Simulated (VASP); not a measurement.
CuI:

```
CELL_PARAMETERS angstrom
0.00000 2.96962 2.96962
2.96962 0.00000 2.96962
2.96962 2.96962 0.00000
ATOMIC_POSITIONS crystal
I 0.00000 0.00000 0.00000
Cu 0.75000 0.75000 0.75000
```

Base run:

```yaml
Program: VASP 6.6.1
Functional: PBE
Dispersion: D3(BJ)
Potentials_or_basis: VASP PAW PBE potentials, release 64 (I, Cu)
Cutoff: 520 eV
k_mesh: 8 × 8 × 8
Occupations: fermi-dirac, width 0.05 eV
Spin: no spin polarisation
```

Its results: band gap on the k mesh 1.32 eV; pressure 0.8 GPa.

The run is repeated on the same cell with these changes: functional from PBE to RPBE; dispersion from D3(BJ) to none. What comes out?

Band gap on the k mesh 1.45 eV; pressure 5.5 GPa.

Several settings changed at once.

Caveats: spin-orbit coupling is left out, which moves the levels of the heavy elements; the cell stands under pressure (at least some runs); the PAW data sets were made with another functional, which shifts forces and pressure a little (at least some runs).

